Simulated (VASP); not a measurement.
A run of VASP 6.6.1 is set up as follows.

POSCAR

```
InP
1.0
    0.0000000000      2.9800342627      2.9800342627
    2.9800342627      0.0000000000      2.9800342627
    2.9800342627      2.9800342627      0.0000000000
In P
1 1
Direct
    0.0000000000      0.0000000000      0.0000000000
    0.2500000000      0.2500000000      0.2500000000
```

The input INCAR.step1:

```
  PREC = Accurate
  ENCUT = 600
  ISMEAR = -1
  SIGMA = 0.02
  LREAL = False
  LASPH = True
  NELM = 100
  GGA = PE
  ALGO = Normal
  EDIFF = 1E-4
  LWAVE = True
  LCHARG = False
```

Contents of INCAR.step2:

```
  PREC = Accurate
  ENCUT = 600
  EDIFF = 1E-6
  ISMEAR = -1
  SIGMA = 0.02
  LREAL = False
  LASPH = True
  NELM = 100
  ALGO = Normal
  ISIF = 3
  LWAVE = False
  LCHARG = False
  METAGGA = R2SCAN
  LMIXTAU = True
  IBRION = 2
  NSW = 80
  EDIFFG = -0.005
  ISTART = 1
```

File KPOINTS:

```
Automatic mesh
0
Gamma
  6 6 6
```

Potentials or basis: VASP PAW PBE potentials, release 64 (In_d, P).

Launch:

```console
$ cat potpaw_PBE.64/In_d/POTCAR potpaw_PBE.64/P/POTCAR > POTCAR
$ cp INCAR.step1 INCAR
$ mpirun -np 1 vasp_std > vasp.out
$ cp INCAR.step2 INCAR
$ mpirun -np 1 vasp_std > vasp.out
```

Task: Predict the relaxed cell.

Result: a = 4.175 Å, b = 4.175 Å, c = 4.175 Å, α = 60.00°, β = 60.00°, γ = 60.00°.

Task: Predict the relaxed volume.

Result: 25.74 Å³/atom.

Final structure:
```xyz
2
Lattice="0.0000 2.9524 2.9524 2.9524 0.0000 2.9524 2.9524 2.9524 0.0000" Properties=species:S:1:pos:R:3 pbc="T T T"
In    0.0000    0.0000    0.0000
P     1.4762    1.4762    1.4762
```

Caveat: the PAW data sets were made with another functional, which shifts forces and pressure a little.
